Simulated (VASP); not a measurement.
Be3WN4:

```
Be W N
1.0
     3.08748   -4.38219    0.00000
     3.08748    4.38219    0.00000
     0.00000    0.00000    3.11050
Be W N
3 1 4
Direct
  0.50000 0.50000 0.00000
  0.50000 0.00000 0.50000
  0.00000 0.50000 0.50000
  0.00000 0.00000 0.00000
  0.25260 0.74740 0.00000
  0.25271 0.25271 0.50000
  0.74729 0.74729 0.50000
  0.74740 0.25260 0.00000
```

* Program: VASP 6.6.1
* Task: relaxation of cell and atoms
* Functional: PBEsol
* Potentials or basis: VASP PAW PBE potentials, release 64 (Be, W_sv, N)
* Cutoff: 600 eV
* k mesh: 4 × 4 × 6
* Occupations: fermi-dirac, width 0.03 eV
* Spin: no spin polarisation

At the start: pressure -48.8 GPa; volume 10.52 Å³/atom.

**Question.** How do energy, volume and symmetry change on relaxing?

**Answer.** Over 25 steps the energy falls by 588.9 meV/atom and the volume is 7.85 Å³/atom (-25.4 %); space group Cmmm (No. 65, to 0.1 Å) before and after.

Step by step:
| step | energy change (eV) | largest force (eV/Å) | pressure (GPa) | volume (Å³) |
| --- | --- | --- | --- | --- |
| 1 | 0.0000 | 1.8809 | -48.81 | 84.17 |
| 2 | 0.0103 | 9.3165 | 112.03 | 50.84 |
| 3 | -4.2740 | 1.5910 | -6.24 | 64.37 |
| 4 | -4.2827 | 1.7643 | -3.82 | 63.86 |
| 5 | -4.2835 | 1.8944 | -2.01 | 63.49 |
| 6 | -4.5883 | 0.1512 | 0.61 | 60.92 |
| 7 | -4.5892 | 0.2129 | 0.83 | 60.77 |
| 8 | -4.6135 | 0.2509 | 0.27 | 60.98 |
| 9 | -4.6417 | 0.5231 | -0.13 | 61.51 |
| 10 | -4.6554 | 0.3973 | -0.23 | 61.61 |
| 11 | -4.6838 | 0.2666 | -0.18 | 61.89 |
| 12 | -4.6643 | 1.0357 | 1.44 | 62.41 |
| 13 | -4.6910 | 0.2317 | 0.16 | 62.05 |
| 14 | -4.7025 | 0.1004 | 0.72 | 62.13 |
| 15 | -4.7081 | 0.1985 | 1.54 | 62.22 |
| 16 | -4.7102 | 0.0267 | -0.57 | 62.66 |
| 17 | -4.7105 | 0.0335 | -0.03 | 62.54 |
| 18 | -4.7105 | 0.0371 | 0.01 | 62.54 |
| 19 | -4.7108 | 0.0130 | 0.01 | 62.55 |
| 20 | -4.7110 | 0.0521 | -0.01 | 62.57 |
| 21 | -4.7111 | 0.0371 | 0.19 | 62.58 |
| 22 | -4.7111 | 0.0292 | 0.31 | 62.58 |
| 23 | -4.7113 | 0.0267 | 0.20 | 62.63 |
| 24 | -4.7115 | 0.0220 | -0.13 | 62.79 |
| 25 | -4.7116 | 0.0036 | -0.06 | 62.78 |

Final structure:
```yaml
crystal:
  lattice:
    - [2.93911, -3.62574, 0.00000]
    - [2.93911, 3.62574, 0.00000]
    - [0.00000, 0.00000, 2.94564]
  atoms:
    - { symbol: Be, position: [0.50000, 0.50000, 0.00000] }
    - { symbol: Be, position: [0.50000, 0.00000, 0.50000] }
    - { symbol: Be, position: [0.00000, 0.50000, 0.50000] }
    - { symbol: W, position: [0.00000, 0.00000, 0.00000] }
    - { symbol: N, position: [0.26572, 0.73428, 0.00000] }
    - { symbol: N, position: [0.24364, 0.24364, 0.50000] }
    - { symbol: N, position: [0.75636, 0.75636, 0.50000] }
    - { symbol: N, position: [0.73428, 0.26572, 0.00000] }
```

Caveat: the volume moved by over 15 % at a fixed basis, so the end points are rough; the PAW data sets were made with another functional, which shifts forces and pressure a little.
